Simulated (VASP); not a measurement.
# C (P1) in VASP: single point with r2SCAN

Aim: the single point of C with r2SCAN.

All numbers are computed with VASP 6.6.1; they aren't measurements. Logs are shortened: lines on timing, memory, paths and dates and some standing lists are left out, and cuts for length are marked.

**1. The cell of the first run**

The typed cell holds 8 atoms: a = 3.894 Å, b = 3.238 Å, c = 3.515 Å, α = 89.51°, β = 83.48°, γ = 94.30°.

**2. Single point, r2SCAN (atoms moved at random and the cell strained at random)**

POSCAR reads:

```
C
1.0
    3.8862387927      0.1333428844     -0.2104737297
   -0.1333428844     -3.2355951565     -0.0184748422
    0.2104737297     -0.0184748422     -3.5086148424
C
8
Direct
    0.4992209975      0.0138660336      0.0156393567
    0.0753612558      0.4735175729     -0.0124547950
   -0.0220314651      0.0010897004      0.4886956115
    0.4850010985      0.5478313656      0.5284584232
    0.7679322178      0.7202814146      0.7640902386
    0.2270261101      0.2530771642      0.7161111122
    0.2335777940      0.7341995204      0.2247507775
    0.7339119914      0.2561372282      0.2747092753
```

INCAR.step1 reads:

```
SYSTEM = C
ALGO = Normal
EDIFF = 1E-4
ENCUT = 520
GGA = PE
ISMEAR = 0
LASPH = .True.
LCHARG = .False.
LREAL = .False.
LWAVE = .True.
NBANDS = 26
NELM = 60
PREC = Accurate
SIGMA = 0.05
```

INCAR.step2 reads:

```
SYSTEM = C
ALGO = Normal
EDIFF = 1E-6
ENCUT = 520
ISIF = 2
ISMEAR = 0
ISTART = 1
LASPH = .True.
LCHARG = .False.
LMIXTAU = .True.
LREAL = .False.
LWAVE = .False.
METAGGA = R2SCAN
NBANDS = 26
NELM = 60
PREC = Accurate
SIGMA = 0.05
```

KPOINTS reads:

```
k-points
0
Gamma
  6 6 6
  0 0 0
```

Potentials or basis: VASP PAW PBE potentials, release 64 (C).

Command:

```
$ cat potpaw_PBE.64/C/POTCAR > POTCAR
$ cp INCAR.step1 INCAR
$ mpirun -np 1 vasp_std > vasp.out
$ cp INCAR.step2 INCAR
$ mpirun -np 1 vasp_std > vasp.out
```

OUTCAR:

```text
SYSTEM = C
   EDIFF = 1E-6
   ENCUT = 520
   ISIF = 2
   ISMEAR = 0
   ISTART = 1
   LASPH = .True.
   LREAL = .False.
   METAGGA = R2SCAN
   NELM = 60
   PREC = Accurate

 ion  position               nearest neighbor table
   1  0.499  0.014  0.016-   7 1.45   8 1.54   5 1.65   6 1.79
   2  0.075  0.474  0.988-   6 1.31   7 1.36   8 1.68   5 1.74
   3  0.978  0.001  0.489-   5 1.46   6 1.52   8 1.56   7 1.59
   4  0.485  0.548  0.528-   6 1.43   5 1.53   8 1.61   7 1.67
   5  0.768  0.720  0.764-   3 1.46   4 1.53   1 1.65   2 1.74
   6  0.227  0.253  0.716-   2 1.31   4 1.43   3 1.52   1 1.79
   7  0.234  0.734  0.225-   2 1.36   1 1.45   3 1.59   4 1.67
   8  0.734  0.256  0.275-   1 1.54   3 1.56   4 1.61   2 1.68

  LATTYP: Found a triclinic cell.
 ALAT       =     6.0814316397
 B/A-ratio  =     0.5325052545
 C/A-ratio  =     0.5779840754
 COS(alpha) =     0.0084805606
 COS(beta)  =     0.5098037687
 COS(gamma) =     0.5854293207

  Lattice vectors:

 A1 = (   3.8091079474,   3.3874128831,   3.3166159549)
 A2 = (   0.1333428844,   3.2355951565,   0.0184748422)
 A3 = (  -0.2104737297,   0.0184748422,   3.5086148424)

Analysis of symmetry for initial positions (statically):
=====================================================================
 Subroutine PRICEL returns:
 Original cell was already a primitive cell.

 Routine SETGRP: Setting up the symmetry group for a
 triclinic supercell.

 Subroutine GETGRP returns: Found  1 space group operations
 (whereof  1 operations were pure point group operations)
 out of a pool of  2 trial point group operations.

The static configuration has the point symmetry C_1 .

Analysis of symmetry for dynamics (positions and initial velocities):
=====================================================================
 Subroutine PRICEL returns:
 Original cell was already a primitive cell.

 Routine SETGRP: Setting up the symmetry group for a
 triclinic supercell.

 Subroutine GETGRP returns: Found  1 space group operations
 (whereof  1 operations were pure point group operations)
 out of a pool of  2 trial point group operations.

The dynamic configuration has the point symmetry C_1 .

 Subroutine INISYM returns: Found  1 space group operations
 (whereof  1 operations are pure point group operations),
 and found     1 'primitive' translations

----------------------------------------------------------------------------------------

                                     Primitive cell

  volume of cell :      43.9103

  direct lattice vectors                    reciprocal lattice vectors
     3.886238793  0.133342884 -0.210473730     0.258529814 -0.010743209  0.015565178
    -0.133342884 -3.235595157 -0.018474842     0.010743209 -0.309517878  0.002274247
     0.210473730 -0.018474842 -3.508614842    -0.015565178  0.002274247 -0.285958454

  length of vectors
     3.894217697  3.238394303  3.514970643     0.259220670  0.309712618  0.286390790

  position of ions in fractional coordinates (direct lattice)
     0.499220997  0.013866034  0.015639357
     0.075361256  0.473517573  0.987545205
     0.977968535  0.001089700  0.488695611
     0.485001098  0.547831366  0.528458423
     0.767932218  0.720281415  0.764090239
     0.227026110  0.253077164  0.716111112
     0.233577794  0.734199520  0.224750777
     0.733911991  0.256137228  0.274709275

  ion indices of the primitive-cell ions
   primitive index   ion index
                 1           1
                 2           2
                 3           3
                 4           4
                 5           5
                 6           6
                 7           7
                 8           8

----------------------------------------------------------------------------------------

 KPOINTS: k-points

Automatic generation of k-mesh.
 Grid dimensions read from file:
 generate k-points for:    6    6    6

 Generating k-lattice:

  Cartesian coordinates                     Fractional coordinates (reciprocal lattice)
     0.043088302 -0.001790535  0.002594196     0.166666667 -0.000000000  0.000000000
     0.001790535 -0.051586313  0.000379041    -0.000000000  0.166666667 -0.000000000
    -0.002594196  0.000379041 -0.047659742     0.000000000 -0.000000000  0.166666667

  Length of vectors
     0.043203445  0.051618770  0.047731798

  Shift w.r.t. Gamma in fractional coordinates (k-lattice)
     0.000000000  0.000000000  0.000000000

 Subroutine IBZKPT returns following result:
 ===========================================

 Found    112 irreducible k-points:

 Following reciprocal coordinates:
            Coordinates               Weight
  0.000000  0.000000  0.000000      1.000000
  0.166667  0.000000  0.000000      2.000000
  0.333333  0.000000 -0.000000      2.000000
  0.500000 -0.000000  0.000000      1.000000
  0.000000  0.166667  0.000000      2.000000
  0.166667  0.166667  0.000000      2.000000
[... 16 lines left out ...]
  0.333333  0.000000  0.166667      2.000000
  0.500000 -0.000000  0.166667      2.000000
 [... further k-points ...]
   k-points           NKPTS =    112   k-points in BZ     NKDIM =    112   number of bands    NBANDS=     26
   number of dos      NEDOS =    301   number of ions     NIONS =      8
   total plane-waves  NPLWV =  20160
   dimension x,y,z NGX =    30 NGY =   24 NGZ =   28
   dimension x,y,z NGXF=    60 NGYF=   48 NGZF=   56
   ions per type =               8
   NGX,Y,Z   is equivalent  to a cutoff of  12.81, 12.32, 13.24 a.u.
   NGXF,Y,Z  is equivalent  to a cutoff of  25.61, 24.64, 26.49 a.u.
 SYSTEM =  C
   PREC   = accura    normal or accurate (medium, high low for compatibility)
   ISTART =      1    job   : 0-new  1-cont  2-samecut
   ICHARG =      0    charge: 1-file 2-atom 10-const
   ISPIN  =      1    spin polarized calculation?
   LNONCOLLINEAR =      F non collinear calculations
   LSORBIT =      F    spin-orbit coupling
   LASPH  =      T    aspherical Exc in radial PAW
   ENCUT  =  520.0 eV  38.22 Ry    6.18 a.u.   7.24  6.02  6.54*2*pi/ulx,y,z
   NELM   =     60;   NELMIN=  2; NELMDL=  0     # of ELM steps
   EDIFF  = 0.1E-05   stopping-criterion for ELM
   LREAL  =      F    real-space projection
   EDIFFG = 0.1E-04   stopping-criterion for IOM
   NSW    =      0    number of steps for IOM
   IBRION =     -1    ionic relax: 0-MD 1-quasi-New 2-CG
   NFREE  =      0    steps in history (QN), initial steepest desc. (CG)
   ISIF   =      2    stress and relaxation
   ISYM   =      2    0-nonsym 1-usesym 2-fastsym
   POTIM  = 0.5000    time-step for ionic-motion
   TEBEG  =    0.0;   TEEND  =   0.0 temperature during run
   PSTRESS=    0.0 pullay stress
   NELECT =      32.0000    total number of electrons
   NUPDOWN=      -1.0000    fix difference up-down
   EMIN   =  10.00;   EMAX   =-10.00  energy-range for DOS
   EFERMI =   0.00;   METHOD = LEGACY
   ISMEAR =     0;   SIGMA  =   0.05  broadening in eV -4-tet -1-fermi 0-gaus
   EFERMI_NEDOS =   21; number of points for ismear=-14 and -15
   IALGO  =     38    algorithm
   IMIX   =      4    mixing-type and parameters
     AMIX     =   0.40;   BMIX     =  1.00
     AMIX_MAG =   1.60;   BMIX_MAG =  1.00
  volume/ion in A,a.u.               =       5.49        37.04
  Fermi-wavevector in a.u.,A,eV,Ry     =   1.473226  2.783994 29.530022  2.170395
  Thomas-Fermi vector in A             =   2.588145
   LORBIT       =      0    0 simple, 1 ext, 2 COOP (PROOUT), +10 PAW based schemes
   METAGGA = R2SCAN    functional components
   LHFCALC =     F    Hartree Fock is set to
   AEXX    =    0.0000 exact exchange contribution
   IVDW    =     0    specifies the selected vdW correction
   LEPSILON=     F    determine dielectric tensor
   LRPA    =     F    only Hartree local field effects (RPA)
 non-spin polarized calculation
 Gauss-broadening in eV      SIGMA  =   0.05
  energy-cutoff  :      520.00
  volume of cell :       43.91
 maximum number of plane-waves:      1199
 NGX is ok and might be reduce to    30
   NGX = 15   NGY = 13   NGZ = 13

 number of electron      31.9999999 magnetization

 Free energy of the ion-electron system (eV)
  ---------------------------------------------------
  ext. energy  EPLUGINS =         0.00000000
  ---------------------------------------------------
  free energy    TOTEN  =       -70.62459310 eV

  energy without entropy =      -70.62454009  energy(sigma->0) =      -70.62456659

 E-fermi :  11.0992     XC(G=0): -14.4879

 val. band max:       11.0235282976   @ k =   0.0000   0.3333   0.3333
 cond. band min:      11.1747963939   @ k =  -0.1667   0.0000   0.1667
 fundamental gap:      0.1512680963
 Fermi energy:        11.0991643153

 k-point     1 :       0.0000    0.0000    0.0000
  band No.  band energies     occupation
      1     -13.1508      2.00000
      2      -5.7511      2.00000
      3      -4.9385      2.00000
      4      -4.3722      2.00000
      5      -3.0221      2.00000
      6      -2.2671      2.00000
[... 18 lines left out ...]
     25      19.0653      0.00000
     26      22.8035      0.00000

 k-point     2 :       0.1667    0.0000    0.0000
  band No.  band energies     occupation
      1     -12.9359      2.00000
      2      -7.5088      2.00000
      3      -4.4111      2.00000
      4      -3.7849      2.00000
      5      -2.2739      2.00000
      6      -2.1051      2.00000
[... 18 lines left out ...]
     25      19.6145      0.00000
     26      22.4344      0.00000

 k-point     3 :       0.3333    0.0000   -0.0000
  band No.  band energies     occupation
      1     -12.3205      2.00000
      2      -9.3471      2.00000
      3      -4.2874      2.00000
      4      -3.5889      2.00000
      5      -1.8829      2.00000
      6      -1.1548      2.00000
[... 572 lines left out ...]
 k-point    23 :       0.3333    0.0000    0.1667
  band No.  band energies     occupation
      1     -12.1556      2.00000
      2      -8.8797      2.00000
      3      -5.6175      2.00000
      4      -4.1518      2.00000
      5      -1.9379      2.00000
      6      -0.5794      2.00000
[... 18 lines left out ...]
     25      20.2126      0.00000
     26      21.0010      0.00000

 k-point    24 :       0.5000   -0.0000    0.1667
  band No.  band energies     occupation
      1     -11.4571      2.00000
      2     -10.0987      2.00000
      3      -5.8903      2.00000
      4      -3.6529      2.00000
      5      -1.8410      2.00000
      6      -0.2336      2.00000
[... 18 lines left out ...]
     25      20.8500      0.00000
     26      21.9540      0.00000

 [... further k-points ...]

------------------------ aborting loop because EDIFF is reached ----------------------------------------

  FORCE on cell =-STRESS in cart. coord.  units (eV):
  Direction    XX          YY          ZZ          XY          YZ          ZX
  --------------------------------------------------------------------------------------
  -------------------------------------------------------------------------------------
  Total      -15.5043655     27.4969090     18.8930073    -10.9516880     -1.0442490     13.8509661
  in kB     -565.7159175   1003.2941413    689.3590678   -399.5999836    -38.1020622    505.3874660
  external PRESSURE =     375.6457639 kB  Pullay stress =       0.0000000 kB

 VOLUME and BASIS-vectors are now :
 -----------------------------------------------------------------------------
  energy-cutoff  :      520.00
  volume of cell :       43.91
      direct lattice vectors                 reciprocal lattice vectors
     3.886238793  0.133342884 -0.210473730     0.258529814 -0.010743209  0.015565178
    -0.133342884 -3.235595157 -0.018474842     0.010743209 -0.309517878  0.002274247
     0.210473730 -0.018474842 -3.508614842    -0.015565178  0.002274247 -0.285958454

 POSITION                                       TOTAL-FORCE (eV/Angst)
 -----------------------------------------------------------------------------------
      1.94153      0.02141     -0.16020         2.719944      1.982258      1.167856
      0.43758     -1.54031     -3.48953       -13.250274     -1.648509     -3.540118
      3.90333      0.11785     -1.92050         0.704975      1.228945     -0.127805
      1.92301     -1.71765     -1.96636         3.279284      5.366961      4.421617
      3.04914     -2.24226     -2.85583        -3.170939     -4.767711     -0.431909
      0.99925     -0.80181     -2.56502         4.995541      3.585551      0.276666
      0.85714     -2.34858     -0.85129         3.952278     -5.606297     -4.471172
      2.87582     -0.73597     -1.12305         0.769191     -0.141197      2.704864
 -----------------------------------------------------------------------------------
    total drift:                               -0.000045      0.000260      0.000084

  FREE ENERGIE OF THE ION-ELECTRON SYSTEM (eV)
  ---------------------------------------------------
  free  energy   TOTEN  =       -70.6245930955 eV

  energy  without entropy=      -70.6245400853  energy(sigma->0) =      -70.62456659
```

Wall time 3 min (1 thread of Intel Xeon Platinum 8559C (Emerald Rapids), shared host); peak memory 0.2 GiB.

What came out:

| Property | Result |
| --- | --- |
| Free energy | -70.6246 eV |
| Pressure | 37.6 GPa |
| Largest force | 13.814 eV/Å |
| Band gap on the k mesh | zero (band 16 reaches 11.56 eV, above the bottom of band 17 at 10.87 eV) |

Forces on the atoms (eV/Å):
```
C     2.720   1.982   1.168
C   -13.250  -1.649  -3.540
C     0.705   1.229  -0.128
C     3.279   5.367   4.422
C    -3.171  -4.768  -0.432
C     4.996   3.586   0.277
C     3.952  -5.606  -4.471
C     0.769  -0.141   2.705
```

Stress tensor (GPa, compression positive):
```
-56.57 -39.96  50.54
-39.96 100.33  -3.81
 50.54  -3.81  68.94
```

Caveat: the cell differs from its parent crystal (atoms moved at random and the cell strained at random); the PAW data sets were made with another functional, which shifts forces and pressure a little.
